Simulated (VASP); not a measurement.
# NbCd3 (P4/mmm) in VASP: single point with PBE

Aim: the single point of NbCd3 with PBE.

Everything below comes from runs of VASP 6.6.1. Logs are shortened: lines on timing, memory, paths and dates and some standing lists are left out, and cuts for length are marked.

**1. The cell of the first run**

The structure is tetragonal, space group P4/mmm (No. 123). Conventional cell: a = 4.215 Å, b = 4.215 Å, c = 4.426 Å, α = 90.00°, β = 90.00°, γ = 90.00°. Within 3.9 Å of Nb (site symmetry 4/mmm) lie 12 Cd at 2.98 to 3.06 Å. Cd (site symmetry mmm) has 8 Cd at 2.98 to 3.06 Å and 4 Nb at 3.06 Å within 3.9 Å. Within 3.9 Å of Cd (site symmetry 4/mmm) lie 4 Nb at 2.98 Å and 8 Cd at 3.06 Å.

**2. Single point, PBE**

INCAR reads:

```
PREC = Accurate
ENCUT = 520
EDIFF = 1E-6
ISMEAR = -1
SIGMA = 0.1
LREAL = False
LASPH = True
NELM = 80
ALGO = Normal
ISIF = 2
LWAVE = False
LCHARG = False
GGA = PE
NBANDS = 32
```

KPOINTS reads:

```
regular mesh
0
Gamma
  8 8 8
```

POSCAR reads:

```
NbCd3
1.0
    4.2150000000      0.0000000000      0.0000000000
    0.0000000000      4.2150000000      0.0000000000
    0.0000000000      0.0000000000      4.4257500000
Nb Cd
1 3
Direct
    0.0000000000      0.0000000000      0.0000000000
    0.0000000000      0.5000000000      0.5000000000
    0.5000000000      0.0000000000      0.5000000000
    0.5000000000      0.5000000000      0.0000000000
```

Potentials or basis: VASP PAW PBE potentials, release 64 (Nb_sv, Cd).

Started as:

```console
$ cat potpaw_PBE.64/Nb_sv/POTCAR potpaw_PBE.64/Cd/POTCAR > POTCAR
$ mpirun -np 1 vasp_std > vasp.out
```

OUTCAR:

```text
PREC = Accurate
   ENCUT = 520
   EDIFF = 1E-6
   ISMEAR = -1
   LREAL = False
   LASPH = True
   NELM = 80
   ISIF = 2
   GGA = PE

 ion  position               nearest neighbor table
   1  0.000  0.000  0.000-   4 2.98   4 2.98   4 2.98   4 2.98   3 3.06   2 3.06   3 3.06   2 3.06
                             3 3.06   2 3.06   3 3.06   2 3.06
   2  0.000  0.500  0.500-   3 2.98   3 2.98   3 2.98   3 2.98   4 3.06   1 3.06   1 3.06   1 3.06
                             4 3.06   4 3.06   4 3.06   1 3.06
   3  0.500  0.000  0.500-   2 2.98   2 2.98   2 2.98   2 2.98   4 3.06   1 3.06   4 3.06   4 3.06
                             1 3.06   4 3.06   1 3.06   1 3.06
   4  0.500  0.500  0.000-   1 2.98   1 2.98   1 2.98   1 2.98   3 3.06   2 3.06   3 3.06   3 3.06
                             3 3.06   2 3.06   2 3.06   2 3.06

  LATTYP: Found a simple tetragonal cell.
 ALAT       =     4.2150000000
 C/A-ratio  =     1.0500000000

  Lattice vectors:

 A1 = (   4.2150000000,   0.0000000000,   0.0000000000)
 A2 = (   0.0000000000,   4.2150000000,   0.0000000000)
 A3 = (   0.0000000000,   0.0000000000,   4.4257500000)

Analysis of symmetry for initial positions (statically):
=====================================================================
 Subroutine PRICEL returns:
 Original cell was already a primitive cell.

 Routine SETGRP: Setting up the symmetry group for a
 simple tetragonal supercell.

 Subroutine GETGRP returns: Found 16 space group operations
 (whereof 16 operations were pure point group operations)
 out of a pool of 16 trial point group operations.

The static configuration has the point symmetry D_4h.

Analysis of symmetry for dynamics (positions and initial velocities):
=====================================================================
 Subroutine PRICEL returns:
 Original cell was already a primitive cell.

 Routine SETGRP: Setting up the symmetry group for a
 simple tetragonal supercell.

 Subroutine GETGRP returns: Found 16 space group operations
 (whereof 16 operations were pure point group operations)
 out of a pool of 16 trial point group operations.

The dynamic configuration has the point symmetry D_4h.

 Subroutine INISYM returns: Found 16 space group operations
 (whereof 16 operations are pure point group operations),
 and found     1 'primitive' translations

----------------------------------------------------------------------------------------

                                     Primitive cell

  volume of cell :      78.6289

  direct lattice vectors                    reciprocal lattice vectors
     4.215000000  0.000000000  0.000000000     0.237247924  0.000000000  0.000000000
     0.000000000  4.215000000  0.000000000     0.000000000  0.237247924  0.000000000
     0.000000000  0.000000000  4.425750000     0.000000000  0.000000000  0.225950404

  length of vectors
     4.215000000  4.215000000  4.425750000     0.237247924  0.237247924  0.225950404

  position of ions in fractional coordinates (direct lattice)
     0.000000000  0.000000000  0.000000000
     0.000000000  0.500000000  0.500000000
     0.500000000  0.000000000  0.500000000
     0.500000000  0.500000000  0.000000000

  ion indices of the primitive-cell ions
   primitive index   ion index
                 1           1
                 2           2
                 3           3
                 4           4

----------------------------------------------------------------------------------------

 KPOINTS: regular mesh

Automatic generation of k-mesh.
 Grid dimensions read from file:
 generate k-points for:    8    8    8

 Generating k-lattice:

  Cartesian coordinates                     Fractional coordinates (reciprocal lattice)
     0.029655991  0.000000000  0.000000000     0.125000000  0.000000000  0.000000000
     0.000000000  0.029655991  0.000000000     0.000000000  0.125000000  0.000000000
     0.000000000  0.000000000  0.028243800     0.000000000  0.000000000  0.125000000

  Length of vectors
     0.029655991  0.029655991  0.028243800

  Shift w.r.t. Gamma in fractional coordinates (k-lattice)
     0.000000000  0.000000000  0.000000000

 Subroutine IBZKPT returns following result:
 ===========================================

 Found     75 irreducible k-points:

 Following reciprocal coordinates:
            Coordinates               Weight
  0.000000  0.000000  0.000000      1.000000
  0.125000  0.000000  0.000000      4.000000
  0.250000  0.000000  0.000000      4.000000
  0.375000  0.000000  0.000000      4.000000
  0.500000  0.000000  0.000000      2.000000
  0.125000  0.125000  0.000000      4.000000
[... 16 lines left out ...]
  0.375000  0.125000  0.125000     16.000000
  0.500000  0.125000  0.125000      8.000000
 [... further k-points ...]
   k-points           NKPTS =     75   k-points in BZ     NKDIM =     75   number of bands    NBANDS=     32
   number of dos      NEDOS =    301   number of ions     NIONS =      4
   total plane-waves  NPLWV =  36864
   dimension x,y,z NGX =    32 NGY =   32 NGZ =   36
   dimension x,y,z NGXF=    64 NGYF=   64 NGZF=   72
   ions per type =               1   3
   NGX,Y,Z   is equivalent  to a cutoff of  12.62, 12.62, 13.52 a.u.
   NGXF,Y,Z  is equivalent  to a cutoff of  25.24, 25.24, 27.05 a.u.
 SYSTEM =  unknown system
   PREC   = accura    normal or accurate (medium, high low for compatibility)
   ISTART =      0    job   : 0-new  1-cont  2-samecut
   ICHARG =      2    charge: 1-file 2-atom 10-const
   ISPIN  =      1    spin polarized calculation?
   LNONCOLLINEAR =      F non collinear calculations
   LSORBIT =      F    spin-orbit coupling
   LASPH  =      T    aspherical Exc in radial PAW
   ENCUT  =  520.0 eV  38.22 Ry    6.18 a.u.   7.84  7.84  8.23*2*pi/ulx,y,z
   NELM   =     80;   NELMIN=  2; NELMDL= -5     # of ELM steps
   EDIFF  = 0.1E-05   stopping-criterion for ELM
   LREAL  =      F    real-space projection
   EDIFFG = 0.1E-04   stopping-criterion for IOM
   NSW    =      0    number of steps for IOM
   IBRION =     -1    ionic relax: 0-MD 1-quasi-New 2-CG
   NFREE  =      0    steps in history (QN), initial steepest desc. (CG)
   ISIF   =      2    stress and relaxation
   ISYM   =      2    0-nonsym 1-usesym 2-fastsym
   POTIM  = 0.5000    time-step for ionic-motion
   TEBEG  =    0.0;   TEEND  =   0.0 temperature during run
   PSTRESS=    0.0 pullay stress
   NELECT =      49.0000    total number of electrons
   NUPDOWN=      -1.0000    fix difference up-down
   EMIN   =  10.00;   EMAX   =-10.00  energy-range for DOS
   EFERMI =   0.00;   METHOD = LEGACY
   ISMEAR =    -1;   SIGMA  =   0.10  broadening in eV -4-tet -1-fermi 0-gaus
   EFERMI_NEDOS =   21; number of points for ismear=-14 and -15
   IALGO  =     38    algorithm
   IMIX   =      4    mixing-type and parameters
     AMIX     =   0.40;   BMIX     =  1.00
     AMIX_MAG =   1.60;   BMIX_MAG =  1.00
  volume/ion in A,a.u.               =      19.66       132.65
  Fermi-wavevector in a.u.,A,eV,Ry     =   1.398340  2.642480 26.604224  1.955355
  Thomas-Fermi vector in A             =   2.521508
   LORBIT       =      0    0 simple, 1 ext, 2 COOP (PROOUT), +10 PAW based schemes
   GGA     = PE    functional components
   LHFCALC =     F    Hartree Fock is set to
   AEXX    =    0.0000 exact exchange contribution
   IVDW    =     0    specifies the selected vdW correction
   LEPSILON=     F    determine dielectric tensor
   LRPA    =     F    only Hartree local field effects (RPA)
 non-spin polarized calculation
  energy-cutoff  :      520.00
  volume of cell :       78.63
 maximum number of plane-waves:      2144
 NGX is ok and might be reduce to    32
   NGX = 15   NGY = 15   NGZ = 17

 number of electron      49.0000023 magnetization

 Free energy of the ion-electron system (eV)
  ---------------------------------------------------
  ext. energy  EPLUGINS =         0.00000000
  ---------------------------------------------------
  free energy    TOTEN  =       -11.86856561 eV

  energy without entropy =      -11.80765089  energy(sigma->0) =      -11.83810825

 E-fermi :   4.8608     XC(G=0): -11.6883

 val. band max:        4.8410714061   @ k =   0.3750   0.1250   0.2500
 cond. band min:       4.8709364829   @ k =   0.2500   0.2500   0.1250
 fundamental gap:      0.0298650768
 Fermi energy:         4.8608366181

 k-point     1 :       0.0000    0.0000    0.0000
  band No.  band energies     occupation
      1     -50.1288      2.00000
      2     -26.2111      2.00000
      3     -26.1655      2.00000
      4     -26.1655      2.00000
      5      -4.6807      2.00000
      6      -4.5370      2.00000
[... 24 lines left out ...]
     31      10.6344      0.00000
     32      12.1055      0.00000

 k-point     2 :       0.1250    0.0000    0.0000
  band No.  band energies     occupation
      1     -50.1287      2.00000
      2     -26.2111      2.00000
      3     -26.1686      2.00000
      4     -26.1656      2.00000
      5      -4.6264      2.00000
      6      -4.4852      2.00000
[... 24 lines left out ...]
     31      11.4332      0.00000
     32      12.1714      0.00000

 k-point     3 :       0.2500    0.0000    0.0000
  band No.  band energies     occupation
      1     -50.1285      2.00000
      2     -26.2112      2.00000
      3     -26.1762      2.00000
      4     -26.1660      2.00000
      5      -4.4792      2.00000
      6      -4.3642      2.00000
[... 24 lines left out ...]
     31      11.7282      0.00000
     32      12.3243      0.00000

 k-point     4 :       0.3750    0.0000    0.0000
  band No.  band energies     occupation
      1     -50.1282      2.00000
      2     -26.2113      2.00000
      3     -26.1838      2.00000
      4     -26.1664      2.00000
      5      -4.2947      2.00000
      6      -4.2912      2.00000
[... 654 lines left out ...]
     31      11.2754      0.00000
     32      11.9970      0.00000

 k-point    23 :       0.3750    0.1250    0.1250
  band No.  band energies     occupation
      1     -50.1281      2.00000
      2     -26.2127      2.00000
      3     -26.1830      2.00000
      4     -26.1689      2.00000
      5      -4.2994      2.00000
      6      -4.1965      2.00000
[... 24 lines left out ...]
     31      11.1999      0.00000
     32      11.9065      0.00000

 k-point    24 :       0.5000    0.1250    0.1250
  band No.  band energies     occupation
      1     -50.1280      2.00000
      2     -26.2127      2.00000
      3     -26.1860      2.00000
      4     -26.1689      2.00000
      5      -4.2349      2.00000
      6      -4.1152      2.00000
[... 24 lines left out ...]
     31      10.9068      0.00000
     32      12.2300      0.00000

 [... further k-points ...]
[... 5 lines left out ...]
  --------------------------------------------------------------------------------------
  -------------------------------------------------------------------------------------
  Total        1.6919166      1.6919166     -0.1719102      0.0000000      0.0000000      0.0000000
  in kB       34.4752558     34.4752558     -3.5029199      0.0000000      0.0000000      0.0000000
  external PRESSURE =      21.8158639 kB  Pullay stress =       0.0000000 kB

 VOLUME and BASIS-vectors are now :
 -----------------------------------------------------------------------------
  energy-cutoff  :      520.00
  volume of cell :       78.63
      direct lattice vectors                 reciprocal lattice vectors
     4.215000000  0.000000000  0.000000000     0.237247924  0.000000000  0.000000000
     0.000000000  4.215000000  0.000000000     0.000000000  0.237247924  0.000000000
     0.000000000  0.000000000  4.425750000     0.000000000  0.000000000  0.225950404

 POSITION                                       TOTAL-FORCE (eV/Angst)
 -----------------------------------------------------------------------------------
      0.00000      0.00000      0.00000         0.000000      0.000000      0.000000
      0.00000      2.10750      2.21287         0.000000      0.000000      0.000000
      2.10750      0.00000      2.21287         0.000000      0.000000      0.000000
      2.10750      2.10750      0.00000         0.000000      0.000000      0.000000
 -----------------------------------------------------------------------------------
    total drift:                                0.000000     -0.000000     -0.000000

  FREE ENERGIE OF THE ION-ELECTRON SYSTEM (eV)
  ---------------------------------------------------
  free  energy   TOTEN  =       -11.8685656082 eV

  energy  without entropy=      -11.8076508857  energy(sigma->0) =      -11.83810825
```

Wall time 64 s (1 thread of Intel Xeon 6975P-C (Granite Rapids), shared host); peak memory 0.29 GiB.

What came out:

| Property | Result |
| --- | --- |
| Free energy | -11.8686 eV |
| Pressure | 2.2 GPa |
